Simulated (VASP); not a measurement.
Write the native input for VASP 6.6.1 that does the following.

```
Task                   : single point
Functional             : PBEsol
Potentials or basis    : VASP PAW PBE potentials, release 64 (Al, Ni)
Cutoff                 : 520 eV
k mesh                 : 14 × 14 × 14
Occupations            : gaussian, width 0.15 eV
Spin                   : no spin polarisation
Dipole correction      : no
Further INCAR settings : ALGO = Fast; EDIFF = 1e-07; NBANDS = 24
```

The structure of AlNi3 lies in POSCAR:

```
AlNi3
1.0
    0.3504476647      2.9840723992      2.9840723992
    2.9840723992      0.3504476647      2.9840723992
    2.9840723992      2.9840723992      0.3504476647
Al Ni
1 3
Direct
    0.5000000000      0.5000000000      0.5000000000
    0.2500000000      0.2500000000      0.2500000000
    0.0000000000      0.0000000000      0.0000000000
    0.7500000000      0.7500000000      0.7500000000
```

One way to write it, as run:

INCAR

```
PREC = Accurate
ENCUT = 520
EDIFF = 1E-7
ISMEAR = 0
SIGMA = 0.15
LREAL = F
LASPH = T
NELM = 100
ALGO = Fast
ISIF = 2
LWAVE = F
LCHARG = F
GGA = PS
NBANDS = 24
```

KPOINTS

```
Automatic mesh
0
Gamma
  14 14 14
```

Potentials or basis: VASP PAW PBE potentials, release 64 (Al, Ni).

Run with:

```sh
$ cat potpaw_PBE.64/Al/POTCAR potpaw_PBE.64/Ni/POTCAR > POTCAR
$ mpirun -np 1 vasp_std > vasp.out
```

It gave:

The pressure is 6.3 GPa and the largest force is 0.102 eV/Å. The band gap on the k mesh is zero (an odd number of electrons rules out a gap without spin polarisation).

Caveat: the cell stands under pressure; the PAW data sets were made with another functional, which shifts forces and pressure a little.

It took 8.7 min on 1 thread of Intel(R) Xeon(R) Platinum 8259CL CPU @ 2.50GHz (Skylake/Cascade Lake), on a shared host, peak memory 0.37 GiB.
